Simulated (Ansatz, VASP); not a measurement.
## Two plane-wave programs on Cu

```xyz
1
Lattice="0.0000 1.7580 1.7580 1.7580 0.0000 1.7580 1.7580 1.7580 0.0000" Properties=species:S:1:pos:R:3 pbc="T T T"
Cu    0.0000    0.0000    0.0000
```

Alike in both runs: task single point; functional LDA; k mesh 14 × 14 × 14; occupations methfessel-paxton of order 1, width 0.15 eV; no spin polarisation.

|  | VASP | Ansatz |
| --- | --- | --- |
| version | VASP 6.6.1 | Ansatz 0.2.0 |
| potentials or method | VASP PAW LDA potentials, release 64 (Cu), cutoff 520 eV | plane waves, PAW |
| valence electrons in the cell | 11 | 19 |

|  | VASP | Ansatz | Ansatz less VASP |
| --- | --- | --- | --- |
| pressure (GPa) | 1.4 | 0.5 | -0.85 |

LDA's correlation is that of Perdew and Zunger in VASP and of Perdew and Wang (1992) in Ansatz. VASP's potentials hold 11 valence electrons a cell and Ansatz's 19, so a difference there can come from the potentials and not from the codes.
